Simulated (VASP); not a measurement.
Write the native input for VASP 6.6.1 that does the following.

```
Task                   : single point
Functional             : LDA
Potentials or basis    : VASP PAW LDA potentials, release 64 (Be)
Cutoff                 : 520 eV
k mesh                 : 23 × 23 × 23
Occupations            : fermi-dirac, width 0.1 eV
Spin                   : no spin polarisation
Dipole correction      : no
Further INCAR settings : ALGO = Normal; EDIFF = 1e-06; NBANDS = 7
```

The structure of Be lies in POSCAR:

```
Be
1.0
   -1.1511524568      1.1511524568      1.1511524568
    1.1511524568     -1.1511524568      1.1511524568
    1.1511524568      1.1511524568     -1.1511524568
Be
1
Direct
    0.0000000000      0.0000000000      0.0000000000
```

The input as run:

INCAR

```
SYSTEM = Be
  ALGO = Normal
  EDIFF = 1E-6
  ENCUT = 520
  ISIF = 2
  ISMEAR = -1
  LASPH = .True.
  LCHARG = .True.
  LELF = .True.
  LREAL = .False.
  LVHAR = .True.
  LWAVE = .False.
  NBANDS = 7
  NELM = 80
  PREC = Accurate
  SIGMA = 0.1
```

KPOINTS

```
k-points
0
Gamma
  23 23 23
  0 0 0
```

Potentials or basis: VASP PAW LDA potentials, release 64 (Be).

Command:

```console
$ cat potpaw_LDA.64/Be/POTCAR > POTCAR
$ mpirun -np 1 vasp_std > vasp.out
```

It gave:

```yaml
Pressure: 38.0 GPa
Band_gap_on_the_k_mesh: zero (band 1 reaches 14.24 eV, above the bottom of band 2 at 8.36 eV)
```

It took 9.7 s on 1 thread of AMD EPYC 9R45 (Zen 5), on a shared host, peak memory 0.08 GiB.
